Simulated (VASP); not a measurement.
# Pt (P2_1/m) in VASP: single point with LDA

Aim: the single point of Pt with LDA.

Program: VASP 6.6.1. These are calculated values, not measurements. Logs are shortened: lines on timing, memory, paths and dates and some standing lists are left out, and cuts for length are marked.

### Step 1. The cell of the first run

It takes space group P2_1/m (No. 11, monoclinic). The conventional cell has a = 2.686 Å, b = 4.639 Å, c = 2.686 Å, α = 90.00°, β = 120.00°, γ = 90.00°. Pt (site symmetry m) has 12 Pt at 2.66 to 2.94 Å within 3.5 Å.

### Step 2. Single point, LDA

Contents of INCAR:

```
SYSTEM = Pt
PREC = Accurate
ENCUT = 520
EDIFF = 1E-7
ISMEAR = 0
SIGMA = 0.15
LREAL = .FALSE.
LASPH = .TRUE.
NELM = 80
ALGO = Fast
ISIF = 2
LWAVE = .FALSE.
LCHARG = .TRUE.
GGA = CA
LELF = .TRUE.
LVHAR = .TRUE.
NBANDS = 17
```

Contents of KPOINTS:

```
Automatic mesh
0
G
  18 18 10
  0 0 0
```

Contents of POSCAR:

```
Pt
1.0
    2.6857160603      0.0000000000      0.0000000000
   -1.3428580301      2.3258983356      0.0000000000
    0.0000000000      0.0000000000      4.6385750967
Pt
2
Direct
    0.6138639516      0.3333333333      0.7500000000
    0.3861360484      0.6666666667      0.2500000000
```

Potentials or basis: VASP PAW LDA potentials, release 64 (Pt).

Command:

```sh
$ cat potpaw_LDA.64/Pt/POTCAR > POTCAR
$ mpirun -np 1 vasp_std > vasp.out
```

OUTCAR:

```text
SYSTEM = Pt
   PREC = Accurate
   ENCUT = 520
   EDIFF = 1E-7
   ISMEAR = 0
   LREAL = .FALSE.
   LASPH = .TRUE.
   NELM = 80
   ISIF = 2
   GGA = CA

 ion  position               nearest neighbor table
   1  0.614  0.333  0.750-   2 2.66   2 2.66   2 2.80   2 2.80   2 2.94   2 2.94
   2  0.386  0.667  0.250-   1 2.66   1 2.66   1 2.80   1 2.80   1 2.94   1 2.94

  LATTYP: Found a hexagonal cell.
 ALAT       =     2.6857160603
 C/A-ratio  =     1.7271278842

  Lattice vectors:

 A1 = (   2.6857160603,   0.0000000000,   0.0000000000)
 A2 = (  -1.3428580301,   2.3258983356,   0.0000000000)
 A3 = (   0.0000000000,   0.0000000000,   4.6385750967)

Analysis of symmetry for initial positions (statically):
=====================================================================
 Subroutine PRICEL returns:
 Original cell was already a primitive cell.

 Routine SETGRP: Setting up the symmetry group for a
 hexagonal supercell.

 Subroutine GETGRP returns: Found  4 space group operations
 (whereof  2 operations were pure point group operations)
 out of a pool of 24 trial point group operations.

The static configuration has the point symmetry S_2 .
 The point group associated with its full space group is C_2h.

Analysis of symmetry for dynamics (positions and initial velocities):
=====================================================================
 Subroutine PRICEL returns:
 Original cell was already a primitive cell.

 Routine SETGRP: Setting up the symmetry group for a
 hexagonal supercell.

 Subroutine GETGRP returns: Found  4 space group operations
 (whereof  2 operations were pure point group operations)
 out of a pool of 24 trial point group operations.

The dynamic configuration has the point symmetry S_2 .
 The point group associated with its full space group is C_2h.

 Subroutine INISYM returns: Found  4 space group operations
 (whereof  2 operations are pure point group operations),
 and found     1 'primitive' translations

----------------------------------------------------------------------------------------

                                     Primitive cell

  volume of cell :      28.9758

  direct lattice vectors                    reciprocal lattice vectors
     2.685716060  0.000000000  0.000000000     0.372340180  0.214970703  0.000000000
    -1.342858030  2.325898336  0.000000000     0.000000000  0.429941406  0.000000000
     0.000000000  0.000000000  4.638575097     0.000000000  0.000000000  0.215583445

  length of vectors
     2.685716060  2.685716060  4.638575097     0.429941406  0.429941406  0.215583445

  position of ions in fractional coordinates (direct lattice)
     0.613863952  0.333333333  0.750000000
     0.386136048  0.666666667  0.250000000

  ion indices of the primitive-cell ions
   primitive index   ion index
                 1           1
                 2           2

----------------------------------------------------------------------------------------

 KPOINTS: Automatic mesh

Automatic generation of k-mesh.
 Grid dimensions read from file:
 generate k-points for:   18   18   10

 Generating k-lattice:

  Cartesian coordinates                     Fractional coordinates (reciprocal lattice)
     0.020685566  0.011942817  0.000000000     0.055555556  0.000000000  0.000000000
     0.000000000  0.023885634  0.000000000     0.000000000  0.055555556  0.000000000
     0.000000000  0.000000000  0.021558345     0.000000000  0.000000000  0.100000000

  Length of vectors
     0.023885634  0.023885634  0.021558345

  Shift w.r.t. Gamma in fractional coordinates (k-lattice)
     0.000000000  0.000000000  0.000000000

 Subroutine IBZKPT returns following result:
 ===========================================

 Found    984 irreducible k-points:

 Following reciprocal coordinates:
            Coordinates               Weight
  0.000000  0.000000  0.000000      1.000000
  0.055556  0.000000  0.000000      2.000000
  0.000000  0.055556  0.000000      2.000000
 -0.055556  0.055556  0.000000      2.000000
  0.111111  0.000000  0.000000      2.000000
  0.000000  0.111111  0.000000      2.000000
[... 16 lines left out ...]
  0.444444  0.000000  0.000000      2.000000
  0.000000  0.444444  0.000000      2.000000
 [... further k-points ...]
   k-points           NKPTS =    984   k-points in BZ     NKDIM =    984   number of bands    NBANDS=     17
   number of dos      NEDOS =    301   number of ions     NIONS =      2
   total plane-waves  NPLWV =  14400
   dimension x,y,z NGX =    20 NGY =   20 NGZ =   36
   dimension x,y,z NGXF=    40 NGYF=   40 NGZF=   72
   ions per type =               2
   NGX,Y,Z   is equivalent  to a cutoff of  12.38, 12.38, 12.90 a.u.
   NGXF,Y,Z  is equivalent  to a cutoff of  24.76, 24.76, 25.80 a.u.
 SYSTEM =  Pt
   PREC   = accura    normal or accurate (medium, high low for compatibility)
   ISTART =      0    job   : 0-new  1-cont  2-samecut
   ICHARG =      2    charge: 1-file 2-atom 10-const
   ISPIN  =      1    spin polarized calculation?
   LNONCOLLINEAR =      F non collinear calculations
   LSORBIT =      F    spin-orbit coupling
   LASPH  =      T    aspherical Exc in radial PAW
   ENCUT  =  520.0 eV  38.22 Ry    6.18 a.u.   4.99  4.99  8.62*2*pi/ulx,y,z
   NELM   =     80;   NELMIN=  2; NELMDL= -5     # of ELM steps
   EDIFF  = 0.1E-06   stopping-criterion for ELM
   LREAL  =      F    real-space projection
   EDIFFG = 0.1E-05   stopping-criterion for IOM
   NSW    =      0    number of steps for IOM
   IBRION =     -1    ionic relax: 0-MD 1-quasi-New 2-CG
   NFREE  =      0    steps in history (QN), initial steepest desc. (CG)
   ISIF   =      2    stress and relaxation
   ISYM   =      2    0-nonsym 1-usesym 2-fastsym
   POTIM  = 0.5000    time-step for ionic-motion
   TEBEG  =    0.0;   TEEND  =   0.0 temperature during run
   PSTRESS=    0.0 pullay stress
   NELECT =      20.0000    total number of electrons
   NUPDOWN=      -1.0000    fix difference up-down
   EMIN   =  10.00;   EMAX   =-10.00  energy-range for DOS
   EFERMI =   0.00;   METHOD = LEGACY
   ISMEAR =     0;   SIGMA  =   0.15  broadening in eV -4-tet -1-fermi 0-gaus
   EFERMI_NEDOS =   21; number of points for ismear=-14 and -15
   IALGO  =     68    algorithm
   IMIX   =      4    mixing-type and parameters
     AMIX     =   0.40;   BMIX     =  1.00
     AMIX_MAG =   1.60;   BMIX_MAG =  1.00
  volume/ion in A,a.u.               =      14.49        97.77
  Fermi-wavevector in a.u.,A,eV,Ry     =   1.446793  2.734042 28.479845  2.093210
  Thomas-Fermi vector in A             =   2.564821
   LORBIT       =      0    0 simple, 1 ext, 2 COOP (PROOUT), +10 PAW based schemes
   GGA     = CA    functional components
   LHFCALC =     F    Hartree Fock is set to
   AEXX    =    0.0000 exact exchange contribution
   IVDW    =     0    specifies the selected vdW correction
   LEPSILON=     F    determine dielectric tensor
   LRPA    =     F    only Hartree local field effects (RPA)
 non-spin polarized calculation
 RMM-DIIS sequential band-by-band and
 Gauss-broadening in eV      SIGMA  =   0.15
  energy-cutoff  :      520.00
  volume of cell :       28.98
 maximum number of plane-waves:       825
   NGX =  9   NGY =  9   NGZ = 17

 number of electron      20.0000000 magnetization

 Free energy of the ion-electron system (eV)
  ---------------------------------------------------
  ext. energy  EPLUGINS =         0.00000000
  ---------------------------------------------------
  free energy    TOTEN  =       -14.87123714 eV

  energy without entropy =      -14.84133189  energy(sigma->0) =      -14.85628451

 E-fermi :  11.9167     XC(G=0): -13.9134

 val. band max:       11.9166127405   @ k =   0.5000   0.0000   0.0000
 cond. band min:      11.9172828490   @ k =  -0.3889   0.3889   0.4000
 fundamental gap:      0.0006701085
 Fermi energy:        11.9167143588

 k-point     1 :       0.0000    0.0000    0.0000
  band No.  band energies     occupation
      1       1.2375      2.00000
      2       3.9727      2.00000
      3       7.0895      2.00000
      4       7.8779      2.00000
      5       8.1267      2.00000
      6       8.3039      2.00000
[... 9 lines left out ...]
     16      28.7048      0.00000
     17      33.0063      0.00000

 k-point     2 :       0.0556    0.0000    0.0000
  band No.  band energies     occupation
      1       1.3576      2.00000
      2       4.0792      2.00000
      3       7.1140      2.00000
      4       7.9707      2.00000
      5       8.0900      2.00000
      6       8.2641      2.00000
[... 9 lines left out ...]
     16      28.8258      0.00000
     17      32.5055      0.00000

 k-point     3 :       0.0000    0.0556    0.0000
  band No.  band energies     occupation
      1       1.3595      2.00000
      2       4.0880      2.00000
      3       7.1142      2.00000
      4       7.8715      2.00000
      5       8.1779      2.00000
      6       8.2879      2.00000
[... 9 lines left out ...]
     16      28.8992      0.00000
     17      32.2841      0.00000

 k-point     4 :      -0.0556    0.0556    0.0000
  band No.  band energies     occupation
      1       1.3606      2.00000
      2       4.0924      2.00000
      3       7.0946      2.00000
      4       7.8372      2.00000
      5       8.2072      2.00000
      6       8.3985      2.00000
[... 9 lines left out ...]
     16      28.9258      0.00000
     17      32.4695      0.00000

 k-point     5 :       0.1111    0.0000    0.0000
  band No.  band energies     occupation
      1       1.7066      2.00000
      2       4.3741      2.00000
      3       7.1531      2.00000
      4       8.0153      2.00000
      5       8.1245      2.00000
      6       8.2823      2.00000
[... 9 lines left out ...]
     16      28.9583      0.00000
     17      31.4174      0.00000

 k-point     6 :       0.0000    0.1111    0.0000
  band No.  band energies     occupation
      1       1.7157      2.00000
      2       4.4144      2.00000
      3       7.1299      2.00000
      4       7.8044      2.00000
      5       8.2116      2.00000
      6       8.4312      2.00000
[... 9 lines left out ...]
     16      29.3904      0.00000
     17      30.8418      0.00000

 k-point     7 :      -0.1111    0.1111    0.0000
  band No.  band energies     occupation
      1       1.7209      2.00000
      2       4.4343      2.00000
      3       7.0528      2.00000
      4       7.7324      2.00000
      5       8.4748      2.00000
      6       8.5100      2.00000
[... 9 lines left out ...]
     16      29.5307      0.00000
     17      31.0430      0.00000

 k-point     8 :       0.1667    0.0000    0.0000
  band No.  band energies     occupation
      1       2.2475      2.00000
      2       4.7661      2.00000
      3       7.1478      2.00000
      4       7.7994      2.00000
      5       7.8599      2.00000
      6       8.2255      2.00000
[... 9 lines left out ...]
     16      29.0955      0.00000
     17      30.2780      0.00000
[... 203 lines left out ...]
      1       4.4045      2.00000
      2       5.2198      2.00000
      3       6.4887      2.00000
      4       7.1318      2.00000
      5       7.6426      2.00000
      6       7.9285      2.00000
[... 9 lines left out ...]
     16      26.4896      0.00000
     17      28.1666      0.00000

 k-point    20 :       0.3889    0.0000    0.0000
  band No.  band energies     occupation
      1       4.2588      2.00000
      2       4.7561      2.00000
      3       5.3472      2.00000
      4       8.0229      2.00000
      5       8.2349      2.00000
      6       8.8749      2.00000
[... 9 lines left out ...]
     16      26.1528      0.00000
     17      26.8484      0.00000

 k-point    21 :       0.0000    0.3889    0.0000
  band No.  band energies     occupation
      1       4.5587      2.00000
      2       4.9609      2.00000
      3       5.6860      2.00000
      4       7.6573      2.00000
      5       8.0832      2.00000
      6       8.4875      2.00000
[... 9 lines left out ...]
     16      25.8194      0.00000
     17      26.5004      0.00000

 k-point    22 :      -0.3889    0.3889    0.0000
  band No.  band energies     occupation
      1       4.6839      2.00000
      2       5.0982      2.00000
      3       6.1446      2.00000
      4       7.3732      2.00000
      5       7.3964      2.00000
      6       8.4284      2.00000
[... 9 lines left out ...]
     16      25.5140      0.00000
     17      25.5830      0.00000

 k-point    23 :       0.4444    0.0000    0.0000
  band No.  band energies     occupation
      1       4.3446      2.00000
      2       4.6137      2.00000
      3       5.1055      2.00000
      4       8.1462      2.00000
      5       8.2726      2.00000
      6       9.0292      2.00000
[... 9 lines left out ...]
     16      24.6089      0.00000
     17      26.5360      0.00000

 k-point    24 :       0.0000    0.4444    0.0000
  band No.  band energies     occupation
      1       4.6687      2.00000
      2       4.8073      2.00000
      3       5.4587      2.00000
      4       7.9621      2.00000
      5       8.0345      2.00000
      6       8.6765      2.00000
[... 9 lines left out ...]
     16      25.0777      0.00000
     17      26.0073      0.00000

 [... further k-points ...]
[... 5 lines left out ...]
  --------------------------------------------------------------------------------------
  -------------------------------------------------------------------------------------
  Total        1.8759279      1.5293801      1.9940907     -0.2195224      0.0000000      0.0000000
  in kB      103.7268764     84.5649892    110.2605317    -12.1381903      0.0000000      0.0000000
  external PRESSURE =      99.5174658 kB  Pullay stress =       0.0000000 kB

 VOLUME and BASIS-vectors are now :
 -----------------------------------------------------------------------------
  energy-cutoff  :      520.00
  volume of cell :       28.98
      direct lattice vectors                 reciprocal lattice vectors
     2.685716060  0.000000000  0.000000000     0.372340180  0.214970703  0.000000000
    -1.342858030  2.325898336  0.000000000     0.000000000  0.429941406  0.000000000
     0.000000000  0.000000000  4.638575097     0.000000000  0.000000000  0.215583445

 POSITION                                       TOTAL-FORCE (eV/Angst)
 -----------------------------------------------------------------------------------
      1.20104      0.77530      3.47893         0.086686     -0.270611      0.000000
      0.14181      1.55060      1.15964        -0.086686      0.270611      0.000000
 -----------------------------------------------------------------------------------
    total drift:                                0.000000     -0.000000      0.000000

  FREE ENERGIE OF THE ION-ELECTRON SYSTEM (eV)
  ---------------------------------------------------
  free  energy   TOTEN  =       -14.8712371365 eV

  energy  without entropy=      -14.8413318925  energy(sigma->0) =      -14.85628451
```

It took 22 min on 1 thread of AMD EPYC 7R13, shared host; peak memory 0.45 GiB.

Results:

```yaml
Free_energy: -14.8712 eV
Pressure: 10.0 GPa
Largest_force: 0.284 eV/Å
Band_gap_on_the_k_mesh: zero (band 10 reaches 12.58 eV, above the bottom of band 11 at 10.97 eV)
```

Forces on the atoms (eV/Å):
```
Pt   0.087 -0.271  0.000
Pt  -0.087  0.271  0.000
```

Stress tensor (GPa, compression positive):
```
10.37 -1.21  0.00
-1.21  8.46  0.00
 0.00  0.00 11.03
```

Levels at points of the mesh, in eV from the Fermi level:
| k point | band 8 | band 9 | band 10 | band 11 | band 12 | band 13 |
| --- | --- | --- | --- | --- | --- | --- |
| (0.00, 0.00, 0.00) | -2.65 | -1.37 | -1.07 | -0.95 | 0.21 | 5.42 |
| (0.50, 0.00, 0.00) | 0.00 | 0.42 | 0.48 | 1.80 | 4.54 | 6.91 |
| (0.00, 0.50, 0.00) | -0.45 | 0.36 | 0.54 | 2.43 | 4.02 | 7.65 |
| (0.50, 0.50, 0.00) | -0.14 | 0.24 | 0.66 | 3.02 | 3.46 | 8.62 |
| (0.00, 0.00, 0.50) | -3.82 | -1.15 | -1.15 | -0.80 | -0.80 | 12.55 |
| (0.50, 0.00, 0.50) | -1.67 | 0.47 | 0.47 | 2.45 | 2.45 | 6.46 |
| (0.00, 0.50, 0.50) | -0.82 | 0.46 | 0.46 | 1.71 | 1.71 | 7.10 |
| (0.50, 0.50, 0.50) | -0.14 | 0.45 | 0.45 | 0.92 | 0.92 | 7.57 |

Caveat: spin-orbit coupling is left out, which moves the levels of the heavy elements.
